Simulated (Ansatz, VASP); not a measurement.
## One calculation of Os, two programs

Contents of INCAR:

```
SYSTEM = Os
PREC = Accurate ; ENCUT = 520
EDIFF = 1E-6 ; ISMEAR = -1
SIGMA = 0.05 ; LREAL = .False.
LASPH = .True. ; NELM = 80
ALGO = Normal ; ISIF = 2
LWAVE = .False. ; LCHARG = .False.
GGA = PE ; NBANDS = 15
```

File KPOINTS:

```
Automatic mesh
0
Gamma
  15 15 9
  0 0 0
```

The input POSCAR:

```
Os
1.0
    2.6877503439      0.0000000000      0.0000000000
   -1.3438751720      2.3276600768      0.0000000000
    0.0000000000      0.0000000000      4.2464705989
Os
2
Direct
    0.3333333333      0.6666666667      0.2500000000
    0.6666666667      0.3333333333      0.7500000000
```

Input for Ansatz:

```yaml
crystal:
  lattice:
    - [2.6877503439, 0.0, 0.0]
    - [-1.343875172, 2.3276600768, 0.0]
    - [0.0, 0.0, 4.2464705989]
  atoms:
    - { symbol: Os, position: [0.3333333333, 0.6666666667, 0.25] }
    - { symbol: Os, position: [0.6666666667, 0.3333333333, 0.75] }
kpoints:
  mp_grid: { grid: [15, 15, 9] }
scf:
  occupations: { method: fermi_dirac, width: 0.05 }
hamiltonian:
  xc: pbe
  pseudopotentials: { kind: all_electron, lapw: { basis_error: 0.0005 } }
output:
  forces: true
  stress: true
  eigenvalues: true
```

Change from the starting cell: volume scaled by 0.95.

Alike in both runs: task single point; functional PBE; k mesh 15 × 15 × 9; occupations fermi-dirac, width 0.05 eV; no spin polarisation.

|  | VASP | Ansatz |
| --- | --- | --- |
| version | VASP 6.6.1 | Ansatz 0.2.0 |
| potentials or method | VASP PAW PBE potentials, release 64 (Os), cutoff 520 eV | all-electron LAPW, scalar-relativistic |

|  | VASP | Ansatz | Ansatz less VASP |
| --- | --- | --- | --- |
| pressure (GPa) | 34.7 | 34.0 | -0.74 |
| traceless stress, the component that is largest in VASP (GPa) | 1.67 | 1.74 | +0.073 |

Both programs put the cell under a high pressure, so it lies far from rest at this level. Ansatz ran all-electron here, and VASP with PAW potentials.

Spin-orbit coupling is off throughout.
